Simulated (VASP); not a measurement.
# CaO (Fm-3m) in VASP: a series of runs

Runs on CaO. Level: PBEsol. Tasks: relaxation of cell and atoms.

Program: VASP 6.6.1. These are calculated values, not measurements. Logs are shortened: lines on timing, memory, paths and dates and some standing lists are left out, and cuts for length are marked.

## (1) The cell of the first run

It takes space group Fm-3m (No. 225, cubic). The conventional cell has a = 4.767 Å, b = 4.767 Å, c = 4.767 Å, α = 90.00°, β = 90.00°, γ = 90.00°. Ca (site symmetry m-3m) has 6 O at 2.38 Å within 3.1 Å. Within 3.1 Å of O (site symmetry m-3m) lie 6 Ca at 2.38 Å.

## (2) Relaxation of cell and atoms, PBEsol, target pressure 10 GPa, at which the enthalpy is minimised

INCAR reads:

```
ALGO     = Normal         # electronic algorithm
EDIFF    = 1E-6           # SCF threshold, eV
EDIFFG   = -0.002         # ionic threshold
ENCUT    = 600            # plane-wave cutoff, eV
GGA      = PS             # functional
IBRION   = 2              # ionic algorithm
ISIF     = 3              # what is computed and relaxed
ISMEAR   = 0              # smearing method
LASPH    = True           # aspherical terms in the spheres
LCHARG   = False          # write CHGCAR
LREAL    = False          # projectors in reciprocal space
LWAVE    = False          # write WAVECAR
NELM     = 60             # most SCF steps
NSW      = 100            # ionic steps
PREC     = Accurate       # precision mode
PSTRESS  = 100.0        
SIGMA    = 0.01           # smearing width, eV
```

KPOINTS reads:

```
k-points
0
Gamma
  10 10 10
```

POSCAR reads:

```
CaO
1.0
    0.0000000000      2.3835738961      2.3835738961
    2.3835738961      0.0000000000      2.3835738961
    2.3835738961      2.3835738961      0.0000000000
Ca O
1 1
Direct
    0.0000000000      0.0000000000      0.0000000000
    0.5000000000      0.5000000000      0.5000000000
```

Potentials or basis: VASP PAW PBE potentials, release 64 (Ca_sv, O).

The run is started by

```bash
$ cat potpaw_PBE.64/Ca_sv/POTCAR potpaw_PBE.64/O/POTCAR > POTCAR
$ mpirun -np 1 vasp_std > vasp.out
```

OUTCAR:

```text
EDIFF = 1E-6
   EDIFFG = -0.002
   ENCUT = 600
   GGA = PS
   IBRION = 2
   ISIF = 3
   ISMEAR = 0
   LASPH = True
   LREAL = False
   NELM = 60
   NSW = 100
   PREC = Accurate
   PSTRESS = 100.0

 ion  position               nearest neighbor table
   1  0.000  0.000  0.000-   2 2.38   2 2.38   2 2.38   2 2.38   2 2.38   2 2.38
   2  0.500  0.500  0.500-   1 2.38   1 2.38   1 2.38   1 2.38   1 2.38   1 2.38

  LATTYP: Found a face centered cubic cell.
 ALAT       =     4.7671477922

  Lattice vectors:

 A1 = (   0.0000000000,   2.3835738961,   2.3835738961)
 A2 = (   2.3835738961,   0.0000000000,   2.3835738961)
 A3 = (   2.3835738961,   2.3835738961,   0.0000000000)

Analysis of symmetry for initial positions (statically):
=====================================================================
 Subroutine PRICEL returns:
 Original cell was already a primitive cell.

 Routine SETGRP: Setting up the symmetry group for a
 face centered cubic supercell.

 Subroutine GETGRP returns: Found 48 space group operations
 (whereof 48 operations were pure point group operations)
 out of a pool of 48 trial point group operations.

The static configuration has the point symmetry O_h .

Analysis of symmetry for dynamics (positions and initial velocities):
=====================================================================
 Subroutine PRICEL returns:
 Original cell was already a primitive cell.

 Routine SETGRP: Setting up the symmetry group for a
 face centered cubic supercell.

 Subroutine GETGRP returns: Found 48 space group operations
 (whereof 48 operations were pure point group operations)
 out of a pool of 48 trial point group operations.

The dynamic configuration has the point symmetry O_h .

 Subroutine INISYM returns: Found 48 space group operations
 (whereof 48 operations are pure point group operations),
 and found     1 'primitive' translations

----------------------------------------------------------------------------------------

                                     Primitive cell

  volume of cell :      27.0842

  direct lattice vectors                    reciprocal lattice vectors
     0.000000000  2.383573896  2.383573896    -0.209769037  0.209769037  0.209769037
     2.383573896  0.000000000  2.383573896     0.209769037 -0.209769037  0.209769037
     2.383573896  2.383573896  0.000000000     0.209769037  0.209769037 -0.209769037

  length of vectors
     3.370882531  3.370882531  3.370882531     0.363330629  0.363330629  0.363330629

  position of ions in fractional coordinates (direct lattice)
     0.000000000  0.000000000  0.000000000
     0.500000000  0.500000000  0.500000000

  ion indices of the primitive-cell ions
   primitive index   ion index
                 1           1
                 2           2

----------------------------------------------------------------------------------------

 KPOINTS: k-points

Automatic generation of k-mesh.
 Grid dimensions read from file:
 generate k-points for:   10   10   10

 Generating k-lattice:

  Cartesian coordinates                     Fractional coordinates (reciprocal lattice)
    -0.020976904  0.020976904  0.020976904     0.100000000  0.000000000  0.000000000
     0.020976904 -0.020976904  0.020976904     0.000000000  0.100000000  0.000000000
     0.020976904  0.020976904 -0.020976904     0.000000000  0.000000000  0.100000000

  Length of vectors
     0.036333063  0.036333063  0.036333063

  Shift w.r.t. Gamma in fractional coordinates (k-lattice)
     0.000000000  0.000000000  0.000000000

 Subroutine IBZKPT returns following result:
 ===========================================

 Found     47 irreducible k-points:

 Following reciprocal coordinates:
            Coordinates               Weight
  0.000000  0.000000  0.000000      1.000000
  0.100000  0.000000  0.000000      8.000000
  0.200000  0.000000  0.000000      8.000000
  0.300000  0.000000  0.000000      8.000000
  0.400000  0.000000  0.000000      8.000000
  0.500000  0.000000  0.000000      4.000000
[... 16 lines left out ...]
  0.300000  0.300000  0.000000      6.000000
  0.400000  0.300000  0.000000     24.000000
 [... further k-points ...]
   k-points           NKPTS =     47   k-points in BZ     NKDIM =     47   number of bands    NBANDS=     12
   number of dos      NEDOS =    301   number of ions     NIONS =      2
   total plane-waves  NPLWV =  21952
   dimension x,y,z NGX =    28 NGY =   28 NGZ =   28
   dimension x,y,z NGXF=    56 NGYF=   56 NGZF=   56
   ions per type =               1   1
   NGX,Y,Z   is equivalent  to a cutoff of  13.81, 13.81, 13.81 a.u.
   NGXF,Y,Z  is equivalent  to a cutoff of  27.62, 27.62, 27.62 a.u.
 SYSTEM =  unknown system
   PREC   = accura    normal or accurate (medium, high low for compatibility)
   ISTART =      0    job   : 0-new  1-cont  2-samecut
   ICHARG =      2    charge: 1-file 2-atom 10-const
   ISPIN  =      1    spin polarized calculation?
   LNONCOLLINEAR =      F non collinear calculations
   LSORBIT =      F    spin-orbit coupling
   LASPH  =      T    aspherical Exc in radial PAW
   ENCUT  =  600.0 eV  44.10 Ry    6.64 a.u.   6.73  6.73  6.73*2*pi/ulx,y,z
   NELM   =     60;   NELMIN=  2; NELMDL= -5     # of ELM steps
   EDIFF  = 0.1E-05   stopping-criterion for ELM
   LREAL  =      F    real-space projection
   EDIFFG = -.2E-02   stopping-criterion for IOM
   NSW    =    100    number of steps for IOM
   IBRION =      2    ionic relax: 0-MD 1-quasi-New 2-CG
   NFREE  =      1    steps in history (QN), initial steepest desc. (CG)
   ISIF   =      3    stress and relaxation
   ISYM   =      2    0-nonsym 1-usesym 2-fastsym
   POTIM  = 0.5000    time-step for ionic-motion
   TEBEG  =    0.0;   TEEND  =   0.0 temperature during run
   PSTRESS=  100.0 pullay stress
   NELECT =      16.0000    total number of electrons
   NUPDOWN=      -1.0000    fix difference up-down
   EMIN   =  10.00;   EMAX   =-10.00  energy-range for DOS
   EFERMI =   0.00;   METHOD = LEGACY
   ISMEAR =     0;   SIGMA  =   0.01  broadening in eV -4-tet -1-fermi 0-gaus
   EFERMI_NEDOS =   21; number of points for ismear=-14 and -15
   IALGO  =     38    algorithm
   IMIX   =      4    mixing-type and parameters
     AMIX     =   0.40;   BMIX     =  1.00
     AMIX_MAG =   1.60;   BMIX_MAG =  1.00
  volume/ion in A,a.u.               =      13.54        91.39
  Fermi-wavevector in a.u.,A,eV,Ry     =   1.373650  2.595823 25.673042  1.886915
  Thomas-Fermi vector in A             =   2.499148
   LORBIT       =      0    0 simple, 1 ext, 2 COOP (PROOUT), +10 PAW based schemes
   GGA     = PS    functional components
   LHFCALC =     F    Hartree Fock is set to
   AEXX    =    0.0000 exact exchange contribution
   IVDW    =     0    specifies the selected vdW correction
   LEPSILON=     F    determine dielectric tensor
   LRPA    =     F    only Hartree local field effects (RPA)
 conjugate gradient relaxation of ions
 non-spin polarized calculation
 Gauss-broadening in eV      SIGMA  =   0.01
  energy-cutoff  :      600.00
  volume of cell :       27.08
 maximum number of plane-waves:       934
   NGX = 13   NGY = 13   NGZ = 13

--------------------------------------- Ionic step        1  -------------------------------------------

 number of electron      15.9999997 magnetization

 Free energy of the ion-electron system (eV)
  ---------------------------------------------------
  ext. energy  EPLUGINS =         0.00000000
  ---------------------------------------------------
  free energy    TOTEN  =       -13.41324801 eV

  energy without entropy =      -13.41324801  energy(sigma->0) =      -13.41324801

------------------------ aborting loop because EDIFF is reached ----------------------------------------

  FORCE on cell =-STRESS in cart. coord.  units (eV):
  Direction    XX          YY          ZZ          XY          YZ          ZX
  --------------------------------------------------------------------------------------
  -------------------------------------------------------------------------------------
  Total        0.0960874      0.0960874      0.0960874      0.0000000      0.0000000     -0.0000000
  in kB        5.6840943      5.6840943      5.6840943      0.0000000      0.0000000     -0.0000000
  external PRESSURE =     -94.3159057 kB  Pullay stress =     100.0000000 kB

 VOLUME and BASIS-vectors are now :
 -----------------------------------------------------------------------------
  energy-cutoff  :      600.00
  volume of cell :       27.08
      direct lattice vectors                 reciprocal lattice vectors
     0.000000000  2.383573896  2.383573896    -0.209769037  0.209769037  0.209769037
     2.383573896  0.000000000  2.383573896     0.209769037 -0.209769037  0.209769037
     2.383573896  2.383573896  0.000000000     0.209769037  0.209769037 -0.209769037
[... 160 lines left out ...]
  FREE ENERGIE OF THE ION-ELECTRON SYSTEM (eV)
  ---------------------------------------------------
  free  energy   TOTEN  =       -13.3577152316 eV

  energy  without entropy=      -13.3577152316  energy(sigma->0) =      -13.35771523

  enthalpy is  TOTEN    =       -11.7790362298 eV   P V=        1.5786790018

--------------------------------------- Ionic step        6  -------------------------------------------

 number of electron      16.0000001 magnetization

 Free energy of the ion-electron system (eV)
  ---------------------------------------------------
  ext. energy  EPLUGINS =         0.00000000
  ---------------------------------------------------
  free energy    TOTEN  =       -13.35713727 eV

  energy without entropy =      -13.35713727  energy(sigma->0) =      -13.35713727

 E-fermi :   2.8963     XC(G=0): -11.2090

 val. band max:        2.7514261161   @ k =   0.0000   0.0000   0.0000
 cond. band min:       6.2221192347   @ k =   0.5000   0.5000   0.0000
 fundamental gap:      3.4706931185
 Fermi energy:         2.8963151423

 k-point     1 :       0.0000    0.0000    0.0000
  band No.  band energies     occupation
      1     -34.2774      2.00000
      2     -15.0343      2.00000
      3     -15.0343      2.00000
      4     -15.0343      2.00000
      5     -12.8764      2.00000
      6       2.7514      2.00000
      7       2.7514      2.00000
      8       2.7514      2.00000
      9       8.1076      0.00000
     10       9.1500      0.00000
     11       9.1500      0.00000
     12       9.1500      0.00000

 k-point     2 :       0.1000    0.0000    0.0000
  band No.  band energies     occupation
      1     -34.2622      2.00000
      2     -15.2799      2.00000
      3     -15.0410      2.00000
      4     -15.0410      2.00000
      5     -12.6284      2.00000
      6       2.3606      2.00000
      7       2.5830      2.00000
      8       2.5830      2.00000
      9       8.5810      0.00000
     10       9.1161      0.00000
     11       9.3459      0.00000
     12       9.3459      0.00000
[... 316 lines left out ...]
 k-point    24 :       0.4000    0.3000    0.0000
  band No.  band energies     occupation
      1     -34.1082      2.00000
      2     -16.0001      2.00000
      3     -15.3176      2.00000
      4     -15.2765      2.00000
      5     -12.1735      2.00000
      6       0.9785      2.00000
      7       2.1701      2.00000
      8       2.2802      2.00000
      9       6.9779      0.00000
     10      11.0735      0.00000
     11      12.0838      0.00000
     12      12.2254      0.00000

 [... further k-points ...]
[... 5 lines left out ...]
  --------------------------------------------------------------------------------------
  -------------------------------------------------------------------------------------
  Total        1.5754950      1.5754950      1.5754950      0.0000000      0.0000000     -0.0000000
  in kB       99.8349649     99.8349649     99.8349649      0.0000000      0.0000000     -0.0000000
  external PRESSURE =      -0.1650351 kB  Pullay stress =     100.0000000 kB

 VOLUME and BASIS-vectors are now :
 -----------------------------------------------------------------------------
  energy-cutoff  :      600.00
  volume of cell :       25.28
      direct lattice vectors                 reciprocal lattice vectors
     0.000000000  2.329547945  2.329547945    -0.214633917  0.214633917  0.214633917
     2.329547945  0.000000000  2.329547945     0.214633917 -0.214633917  0.214633917
     2.329547945  2.329547945  0.000000000     0.214633917  0.214633917 -0.214633917

 POSITION                                       TOTAL-FORCE (eV/Angst)
 -----------------------------------------------------------------------------------
      0.00000      0.00000      0.00000         0.000000      0.000000      0.000000
      2.32955      2.32955      2.32955        -0.000000     -0.000000     -0.000000
 -----------------------------------------------------------------------------------
    total drift:                                0.000000      0.000000      0.000000

  FREE ENERGIE OF THE ION-ELECTRON SYSTEM (eV)
  ---------------------------------------------------
  free  energy   TOTEN  =       -13.3571372741 eV

  energy  without entropy=      -13.3571372741  energy(sigma->0) =      -13.35713727

  enthalpy is  TOTEN    =       -11.7790378076 eV   P V=        1.5780994666

 reached required accuracy - stopping structural energy minimisation
```

It took 2.1 min on 1 thread of AMD EPYC 7R13, shared host; peak memory 0.15 GiB.

What came out:

- Free energy: -13.3571 eV
- Relaxed volume: 12.64 Å³/atom
- Relaxed cell: a = 3.294 Å, b = 3.294 Å, c = 3.294 Å, α = 60.00°, β = 60.00°, γ = 60.00°
- Space group after relaxing (to 0.1 Å): Fm-3m (No. 225)
- Energy change on relaxing (the run minimises the enthalpy): +28.1 meV/atom
- Ionic steps: 6
- Pressure after relaxing: 10.0 GPa
- Band gap on the k mesh: 3.47 eV (least direct gap 3.82 eV)

Step by step:
```csv
step,energy change (eV),largest force (eV/Å),pressure (GPa),volume (Å³)
1,0.0000,0.0000,0.57,27.08
2,0.1621,0.0000,18.53,24.08
3,0.0557,0.0000,9.93,25.29
4,0.0579,0.0000,10.14,25.26
5,0.0555,0.0000,9.95,25.29
6,0.0561,0.0000,9.98,25.28
```

Final structure:
```
Ca O
1.0
     0.00000    2.32955    2.32955
     2.32955    0.00000    2.32955
     2.32955    2.32955    0.00000
Ca O
1 1
Direct
  0.00000 0.00000 0.00000
  0.50000 0.50000 0.50000
```

Levels at points of the mesh, in eV from the valence-band top:
```tsv
k point	band 4	band 5	band 6	band 7	band 8	band 9	band 10	band 11	band 12
(0.00, 0.00, 0.00)	-17.79	-15.63	0.00	0.00	0.00	5.36	6.40	6.40	6.40
(0.50, 0.00, 0.00)	-17.85	-13.94	-2.93	-1.42	-1.42	7.45	8.88	8.88	9.06
(0.50, 0.50, 0.00)	-18.11	-15.40	-1.25	-0.35	-0.35	3.47	8.76	9.46	10.23
```

Caveat: the cell is relaxed towards a set pressure, so the run minimises the enthalpy, not the energy; the PAW data sets were made with another functional, which shifts forces and pressure a little. A k mesh can miss the band edges.

[end of part 1 of 2]
